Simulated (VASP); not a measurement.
# Sb in VASP: notebook

Runs on Sb. Level: PBE+D3(BJ). Tasks: single point.

All numbers are computed with VASP 6.6.1; they aren't measurements. Logs are shortened: lines on timing, memory, paths and dates and some standing lists are left out, and cuts for length are marked.

**1. The cell of the first run**

The cell holds a slab with vacuum, 4 atoms: a = 4.069 Å, b = 4.069 Å, c = 20.800 Å, α = 90.00°, β = 90.00°, γ = 120.00°.

**2. Single point, PBE+D3(BJ)**

INCAR

```
ALGO = Normal ; DIPOL = 0.5 0.5 0.388
EDIFF = 1E-7 ; ENCUT = 520
GGA = PE ; IDIPOL = 3
ISIF = 2 ; ISMEAR = 0
IVDW = 12 ; LASPH = T
LCHARG = F ; LDIPOL = T
LREAL = F ; LWAVE = F
NBANDS = 18 ; NELM = 80
PREC = Accurate ; SIGMA = 0.05
```

KPOINTS

```
k-points
0
Gamma
  9 9 1
```

POSCAR

```
Sb
1.0
    4.0686848921      0.0000000000      0.0000000000
   -2.0343424461      3.5235844766      0.0000000000
    0.0000000000      0.0000000000     20.8000277116
Sb
4
Direct
    0.3333333333      0.6666666667      0.2956733491
    0.6666666667      0.3333333333      0.2163458656
    0.8888888889      0.7777777778      0.5600967399
    0.5555555556      1.1111111111      0.4807692564
```

Potentials or basis: VASP PAW PBE potentials, release 64 (Sb).

Command:

```console
$ cat potpaw_PBE.64/Sb/POTCAR > POTCAR
$ mpirun -np 1 vasp_std > vasp.out
```

OUTCAR:

```text
EDIFF = 1E-7
   ENCUT = 520
   GGA = PE
   ISIF = 2
   ISMEAR = 0
   IVDW = 12
   LASPH = T
   LREAL = F
   NELM = 80
   PREC = Accurate
 IVDW          = 12

 ion  position               nearest neighbor table
   1  0.333  0.667  0.296-   2 2.87   2 2.87   2 2.87
   2  0.667  0.333  0.216-   1 2.87   1 2.87   1 2.87
   3  0.889  0.778  0.560-   4 2.87   4 2.87   4 2.87
   4  0.556  0.111  0.481-   3 2.87   3 2.87   3 2.87

  LATTYP: Found a hexagonal cell.
 ALAT       =     4.0686848921
 C/A-ratio  =     5.1122237930

  Lattice vectors:

 A1 = (   4.0686848921,   0.0000000000,   0.0000000000)
 A2 = (  -2.0343424461,   3.5235844766,   0.0000000000)
 A3 = (   0.0000000000,   0.0000000000,  20.8000277116)

Analysis of symmetry for initial positions (statically):
=====================================================================
 Subroutine PRICEL returns:
 Original cell was already a primitive cell.

 Routine SETGRP: Setting up the symmetry group for a
 hexagonal supercell.

 Subroutine GETGRP returns: Found  2 space group operations
 (whereof  2 operations were pure point group operations)
 out of a pool of 24 trial point group operations.

The static configuration has the point symmetry C_1h.

Analysis of symmetry for dynamics (positions and initial velocities):
=====================================================================
 Subroutine PRICEL returns:
 Original cell was already a primitive cell.

 Routine SETGRP: Setting up the symmetry group for a
 hexagonal supercell.

 Subroutine GETGRP returns: Found  2 space group operations
 (whereof  2 operations were pure point group operations)
 out of a pool of 24 trial point group operations.

The dynamic configuration has the point symmetry C_1h.

 Subroutine INISYM returns: Found  2 space group operations
 (whereof  2 operations are pure point group operations),
 and found     1 'primitive' translations

----------------------------------------------------------------------------------------

                                     Primitive cell

  volume of cell :     298.1966

  direct lattice vectors                    reciprocal lattice vectors
     4.068684892  0.000000000  0.000000000     0.245779663  0.141900954  0.000000000
    -2.034342446  3.523584477  0.000000000     0.000000000  0.283801909  0.000000000
     0.000000000  0.000000000 20.800027712     0.000000000  0.000000000  0.048076859

  length of vectors
     4.068684892  4.068684892 20.800027712     0.283801909  0.283801909  0.048076859

  position of ions in fractional coordinates (direct lattice)
     0.333333333  0.666666667  0.295673349
[... 93 lines left out ...]
   NUPDOWN=      -1.0000    fix difference up-down
   EMIN   =  10.00;   EMAX   =-10.00  energy-range for DOS
   EFERMI =   0.00;   METHOD = LEGACY
   ISMEAR =     0;   SIGMA  =   0.05  broadening in eV -4-tet -1-fermi 0-gaus
   EFERMI_NEDOS =   21; number of points for ismear=-14 and -15
   IALGO  =     38    algorithm
   IMIX   =      4    mixing-type and parameters
     AMIX     =   0.40;   BMIX     =  1.00
     AMIX_MAG =   1.60;   BMIX_MAG =  1.00
  volume/ion in A,a.u.               =      74.55       503.08
  Fermi-wavevector in a.u.,A,eV,Ry     =   0.665146  1.256945  6.019487  0.442420
  Thomas-Fermi vector in A             =   1.739052
   LORBIT       =      0    0 simple, 1 ext, 2 COOP (PROOUT), +10 PAW based schemes
   GGA     = PE    functional components
   LHFCALC =     F    Hartree Fock is set to
   AEXX    =    0.0000 exact exchange contribution
   IVDW    =    12    specifies the selected vdW correction
   LEPSILON=     F    determine dielectric tensor
   LRPA    =     F    only Hartree local field effects (RPA)
 non-spin polarized calculation
 Gauss-broadening in eV      SIGMA  =   0.05
  energy-cutoff  :      520.00
  volume of cell :      298.20
 maximum number of plane-waves:      8073
   NGX = 15   NGY = 15   NGZ = 77

 dipolmoment           0.000000      0.000000     -0.000001 electrons x Angstroem

 number of electron      20.0000000 magnetization

 dipolmoment           0.000000      0.000000      0.001828 electrons x Angstroem

 Free energy of the ion-electron system (eV)
  ---------------------------------------------------
  ext. energy  EPLUGINS =         0.00000000
  ---------------------------------------------------
  free energy    TOTEN  =       -16.21018280 eV

  energy without entropy =      -16.21018280  energy(sigma->0) =      -16.21018280

 E-fermi :   0.1399     XC(G=0):  -4.7588

 val. band max:       -0.1009177459   @ k =   0.0000   0.0000   0.0000
 cond. band min:       0.7863418855   @ k =   0.3333  -0.0000   0.0000
 fundamental gap:      0.8872596313
 Fermi energy:         0.1399285891

 k-point     1 :       0.0000    0.0000    0.0000
  band No.  band energies     occupation
      1     -11.6549      2.00000
      2     -11.5926      2.00000
      3      -6.7715      2.00000
      4      -6.3745      2.00000
      5      -1.4229      2.00000
      6      -0.3093      2.00000
[... 481 lines left out ...]
      5      -3.5480      2.00000
      6      -3.4948      2.00000
[... 10 lines left out ...]
     17       5.7474      0.00000
     18       5.8814      0.00000

 [... further k-points ...]

------------------------ aborting loop because EDIFF is reached ----------------------------------------

 vacuum level on the upper side and lower side of the slab       (xc-potential included)        -0.099        -0.120

 Edisp (eV)   -1.16461

 E8    (eV) :    -0.5585

  FORCE on cell =-STRESS in cart. coord.  units (eV):
  Direction    XX          YY          ZZ          XY          YZ          ZX
  --------------------------------------------------------------------------------------
  -------------------------------------------------------------------------------------
  Total       0.00460     0.12441    -0.25626    -0.00000     0.20583    -0.00000
  in kB       0.02473     0.66845    -1.37686    -0.00000     1.10591    -0.00000
  external pressure =       -0.23 kB  Pullay stress =        0.00 kB

 VOLUME and BASIS-vectors are now :
 -----------------------------------------------------------------------------
  energy-cutoff  :      520.00
  volume of cell :      298.20
      direct lattice vectors                 reciprocal lattice vectors
     4.068684892  0.000000000  0.000000000     0.245779663  0.141900954  0.000000000
    -2.034342446  3.523584477  0.000000000     0.000000000  0.283801909  0.000000000
     0.000000000  0.000000000 20.800027712     0.000000000  0.000000000  0.048076859

 POSITION                                       TOTAL-FORCE (eV/Angst)
 -----------------------------------------------------------------------------------
     -0.00000      2.34906      6.15001         0.000000     -0.027158      0.184425
      2.03434      1.17453      4.50000         0.000000     -0.013114     -0.067836
      2.03434      2.74057     11.65003        -0.000000      0.016675      0.062670
      2.03434      0.39151     10.00001        -0.000000      0.023597     -0.179260
 -----------------------------------------------------------------------------------
    total drift:                               -0.000000     -0.000010     -0.000021

  FREE ENERGIE OF THE ION-ELECTRON SYSTEM (eV)
  ---------------------------------------------------
  free  energy   TOTEN  =       -17.3747928066 eV

  energy  without entropy=      -17.3747928066  energy(sigma->0) =      -17.37479281

 vacuum level on the upper side and lower side of the slab         4.528         4.507
```

OSZICAR:

```text
N       E                     dE             d eps       ncg     rms          rms(c)
DAV:   1     0.104446947830E+03    0.10445E+03   -0.58723E+03   900   0.782E+02
DAV:   2    -0.645595599342E+01   -0.11090E+03   -0.10537E+03  1218   0.130E+02
DAV:   3    -0.160530391701E+02   -0.95971E+01   -0.95047E+01  1258   0.440E+01
[... 12 lines left out ...]
DAV:  16    -0.162101723772E+02   -0.15672E-04   -0.27358E-07   924   0.223E-03    0.785E-04
DAV:  17    -0.162101799838E+02   -0.76065E-05   -0.17738E-07   874   0.138E-03    0.242E-04
DAV:  18    -0.162101825936E+02   -0.26099E-05   -0.10149E-07   886   0.936E-04    0.111E-04
DAV:  19    -0.162101827647E+02   -0.17107E-06   -0.42542E-09   824   0.282E-04    0.538E-05
DAV:  20    -0.162101827996E+02   -0.34895E-07   -0.21670E-09   732   0.186E-04
   1 F= -.17374793E+02 E0= -.17374793E+02  d E =-.302159E-13
```

stdout:

```text
POSCAR found type information on POSCAR Sb
 POSCAR found :  1 types and       4 ions
 scaLAPACK will be used
 LDA part: xc-table for (Slater+PW92), standard interpolation
 POSCAR, INCAR and KPOINTS ok, starting setup
 FFT: planning ... GRIDC
 FFT: planning ... GRID_SOFT
 FFT: planning ... GRID
 WAVECAR not read
 entering main loop
```

Wall time 4 min (1 thread of Intel Xeon Platinum 8375C at 2.90GHz (Ice Lake), shared host); peak memory 0.41 GiB.

Results:

- Free energy: -17.3748 eV
- Largest force: 0.186 eV/Å
- Band gap on the k mesh: 0.89 eV, indirect (least direct gap 1.49 eV)
- Dispersion energy per atom: -0.291 eV

Forces on the atoms (eV/Å):
```
Sb   0.000 -0.027  0.184
Sb   0.000 -0.013 -0.068
Sb   0.000  0.017  0.063
Sb   0.000  0.024 -0.179
```

Caveat: spin-orbit coupling is left out, which moves the levels of the heavy elements.

**3. Single point, PBE+D3(BJ)**

INCAR

```
ALGO = Normal
DIPOL = 0.5 0.5 0.388
EDIFF = 1E-6
ENCUT = 520
GGA = PE
IDIPOL = 3
ISIF = 2
ISMEAR = 0
IVDW = 12
LASPH = T
LCHARG = F
LDIPOL = T
LREAL = F
LWAVE = F
NBANDS = 18
NELM = 100
PREC = Accurate
SIGMA = 0.05
```

KPOINTS is that of step 2.

POSCAR: that of step 2 with these lines changed.

```diff
@@ -10,3 +10,3 @@
     0.6666666667      0.3333333333      0.2163458656
-    0.8888888889      0.7777777778      0.5600967399
-    0.5555555556      1.1111111111      0.4807692564
+    1.1111111111      1.2222222222      0.5600967399
+    0.7777777778      1.5555555556      0.4807692564
```

Potentials or basis: VASP PAW PBE potentials, release 64 (Sb).

Command:

```console
$ cat potpaw_PBE.64/Sb/POTCAR > POTCAR
$ mpirun -np 1 vasp_std > vasp.out
```

Run time: 3.3 min. Hardware: 1 thread of Intel Xeon Platinum 8375C at 2.90GHz (Ice Lake), shared host; peak memory 0.43 GiB.

Results (log left out):

| Quantity | Value |
| --- | --- |
| Free energy | -17.3839 eV |
| Largest force | 0.201 eV/Å |
| Band gap on the k mesh | 0.88 eV, indirect (least direct gap 1.47 eV) |
| Dispersion energy per atom | -0.291 eV |

Forces in eV/Å, atoms in the order of the input:
```
Sb   0.000  0.007  0.201
Sb   0.000  0.000 -0.061
Sb   0.000 -0.006  0.057
Sb   0.000 -0.002 -0.197
```

Levels at points of the mesh, in eV from the valence-band top:
```
           k point  band 7  band 8  band 9  band 10  band 11  band 12  band 13  band 14
(0.00, 0.00, 0.00)   -0.07   -0.04   -0.02     0.00     1.48     1.96     2.69     2.75
```

Caveat: spin-orbit coupling is left out, which moves the levels of the heavy elements.

(Continued in part 2 of 2.)
